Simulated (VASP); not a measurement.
A run of VASP 6.6.1:

File INCAR:

```
SYSTEM = Cr
PREC     = Accurate       ! precision mode
ENCUT    = 520            ! plane-wave cutoff, eV
EDIFF    = 1E-6           ! SCF threshold, eV
ISMEAR   = 0              ! smearing method
SIGMA    = 0.15           ! smearing width, eV
LREAL    = .False.        ! projectors in reciprocal space
LASPH    = .True.         ! aspherical terms in the spheres
NELM     = 100            ! most SCF steps
ALGO     = Fast           ! electronic algorithm
ISIF     = 2              ! what is computed and relaxed
LWAVE    = .False.        ! write WAVECAR
LCHARG   = .True.         ! write CHGCAR
GGA      = PS             ! functional
LELF     = .True.         ! ELF
LVHAR    = .True.       
NBANDS   = 12             ! bands
```

The input KPOINTS:

```
Automatic mesh
0
Gamma
  24 24 24
  0 0 0
```

The input POSCAR:

```
Cr
1.0
    0.9736059785      2.4340149464      2.4340149464
    2.4340149464      0.9736059785      2.4340149464
    2.4340149464      2.4340149464      0.9736059785
Cr
1
Direct
    0.0000000000      0.0000000000      0.0000000000
```

Potentials or basis: VASP PAW PBE potentials, release 64 (Cr_pv).

Run with:

```sh
$ cat potpaw_PBE.64/Cr_pv/POTCAR > POTCAR
$ mpirun -np 1 vasp_std > vasp.out
```

Hardware: 1 thread of AMD EPYC 9R45 96-Core Processor (Zen 5) (shared host).

Task: Estimate the wall time of this run.

Result: Run time: 4.1 min on 1 thread of AMD EPYC 9R45 96-Core Processor (Zen 5), on a shared host, peak memory 0.29 GiB. Counts: scf iterations 13, k points 1313.
